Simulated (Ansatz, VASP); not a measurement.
HC4: VASP beside Ansatz

Contents of INCAR:

```
  PREC = Accurate
  ENCUT = 520
  EDIFF = 1E-6
  ISMEAR = 0
  SIGMA = 0.1
  LREAL = F
  LASPH = T
  NELM = 120
  ALGO = Normal
  ISIF = 2
  LWAVE = F
  LCHARG = F
  LDIPOL = T
  IDIPOL = 3
  DIPOL = 0.5 0.5 0.251
  GGA = PE
  IVDW = 12
  NBANDS = 28
  GGA_COMPAT = F
  NELMDL = -8
```

KPOINTS

```
Automatic mesh
0
Gamma
  6 6 1
```

File POSCAR:

```
HC4
1.0
    4.9314379192      0.0000000000      0.0000000000
   -2.4657189596      4.2707505152      0.0000000000
    0.0000000000      0.0000000000     18.0000000000
C H
8 2
Direct
    0.1666666667      0.3333333333      0.2222222222
    0.1666666667      0.8333333333      0.2222222222
    0.6666666667      0.3333333333      0.2222222222
    0.6666666667      0.8333333333      0.2222222222
    0.3333333333      0.1666666667      0.2222222222
    0.3333333333      0.6666666667      0.2222222222
    0.8333333333      0.1666666667      0.2222222222
    0.8333333333      0.6666666667      0.2222222222
    0.1128705015      0.3871294985      0.3666666667
    0.2204628318      0.2795371682      0.3666666667
```

Input for Ansatz:

```yaml
crystal:
  lattice:
    - [4.9314379195, 0.0, 0.0]
    - [-2.4657189597, 4.2707505154, 0.0]
    - [0.0, 0.0, 18.0]
  atoms:
    - { symbol: C, position: [0.1666666667, 0.3333333333, 0.2222222222] }
    - { symbol: C, position: [0.1666666667, 0.8333333333, 0.2222222222] }
    - { symbol: C, position: [0.6666666667, 0.3333333333, 0.2222222222] }
    - { symbol: C, position: [0.6666666667, 0.8333333333, 0.2222222222] }
    - { symbol: C, position: [0.3333333333, 0.1666666667, 0.2222222222] }
    - { symbol: C, position: [0.3333333333, 0.6666666667, 0.2222222222] }
    - { symbol: C, position: [0.8333333333, 0.1666666667, 0.2222222222] }
    - { symbol: C, position: [0.8333333333, 0.6666666667, 0.2222222222] }
    - { symbol: H, position: [0.1128705015, 0.3871294985, 0.3666666667] }
    - { symbol: H, position: [0.2204628318, 0.2795371682, 0.3666666667] }
basis:
  ecutwfc: 420
kpoints:
  mp_grid: { grid: [6, 6, 1] }
hamiltonian:
  xc: pbe
  dispersion: d3bj
scf:
  occupations: { method: gaussian, width: 0.1 }
output:
  forces: true
  eigenvalues: true
  write_density: true
  write_potential: true
  elf: true
  volumetric_format: npy
efield:
  axis: 3
  dipole_correction: true
  ramp_width: 0.04
```

Alike in both runs: task single point; functional PBE; dispersion D3(BJ); k mesh 6 × 6 × 1; occupations gaussian, width 0.1 eV; no spin polarisation.

```csv
,VASP,Ansatz
version,VASP 6.6.1,Ansatz 0.2.0
potentials or method,"VASP PAW PBE potentials, release 64 (C, H), cutoff 520 eV","scalar-relativistic, plane waves, PAW"
valence electrons in the cell,34,34
```

```csv
,VASP,Ansatz,Ansatz less VASP
gap on the k mesh at the Fermi level (eV),0.02,0.02,0.000
least direct gap on the mesh (eV),0.02,0.02,0.000
rms of the force components (eV/Å),0.881,0.881,+0.0002
```

Atom by atom the forces differ by 0.000 eV/Å (rms over components). Ansatz's warnings: xc potential rough in thin density.
